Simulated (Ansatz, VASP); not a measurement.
Two plane-wave programs on Al3GaN4

Contents of INCAR:

```
  ALGO = Normal
  EDIFF = 1E-6
  ENCUT = 520
  GGA = PS
  ISIF = 2
  ISMEAR = 0
  LASPH = T
  LCHARG = F
  LREAL = F
  LWAVE = F
  NBANDS = 31
  NELM = 100
  PREC = Accurate
  SIGMA = 0.05
```

The input KPOINTS:

```
k-points
0
Gamma
  6 8 4
```

POSCAR

```
Al3GaN4
1.0
    5.0434079713      0.0000000000      0.0001195903
    0.0000000000      3.1300738974      0.0000000000
   -0.0032362569      0.0000000000      5.6347116253
Al Ga N
3 1 4
Direct
    0.5002300423      0.5000000000      0.1673295664
    0.0009207036      0.5000000000      0.8348055932
    0.0010880650      0.0000000000      0.3316926342
    0.4994217138      0.0000000000      0.6662009016
    0.1111724737      0.0000000000      0.6663292503
    0.1224543238      0.5000000000      0.1671578647
    0.6251234799      0.5000000000      0.8401923551
    0.6231881979      0.0000000000      0.3262928345
```

Input for Ansatz:

```yaml
crystal:
  lattice:
    - [5.0434079713, 0.0, 0.0001195903]
    - [0.0, 3.1300738974, 0.0]
    - [-0.0032362569, 0.0, 5.6347116253]
  atoms:
    - { symbol: Al, position: [0.5002300423, 0.5, 0.1673295664] }
    - { symbol: Al, position: [0.0009207036, 0.5, 0.8348055932] }
    - { symbol: Al, position: [0.001088065, 0.0, 0.3316926342] }
    - { symbol: Ga, position: [0.4994217138, 0.0, 0.6662009016] }
    - { symbol: "N", position: [0.1111724737, 0.0, 0.6663292503] }
    - { symbol: "N", position: [0.1224543238, 0.5, 0.1671578647] }
    - { symbol: "N", position: [0.6251234799, 0.5, 0.8401923551] }
    - { symbol: "N", position: [0.6231881979, 0.0, 0.3262928345] }
basis:
  ecutwfc: 420
kpoints:
  mp_grid: { grid: [6, 8, 4] }
hamiltonian:
  xc: pbesol
scf:
  occupations: { method: gaussian, width: 0.05 }
output:
  forces: true
  stress: true
  eigenvalues: true
```

Change from the starting cell: strain +0.000 along x and y, +0.040 along z, atoms carried along.

Alike in both runs: task single point; functional PBEsol; k mesh 6 × 8 × 4; occupations gaussian, width 0.05 eV; no spin polarisation.

|  | VASP | Ansatz |
| --- | --- | --- |
| version | VASP 6.6.1 | Ansatz 0.2.0 |
| potentials or method | VASP PAW PBE potentials, release 64 (Al, Ga_d, N), cutoff 520 eV | scalar-relativistic, plane waves, PAW |
| valence electrons in the cell | 42 | 42 |

```tsv
	VASP	Ansatz	Ansatz less VASP
gap on the k mesh at the Fermi level (eV)	3.11	3.10	-0.014
least direct gap on the mesh (eV)	3.11	3.10	-0.014
pressure (GPa)	-7.1	-7.0	+0.10
traceless stress, the component that is largest in VASP (GPa)	-8.26	-8.19	+0.070
rms of the force components (eV/Å)	0.181	0.179	-0.0017
```

VASP's potentials were made for PBE, not for PBEsol. Atom by atom the forces differ by 0.004 eV/Å (rms over components).
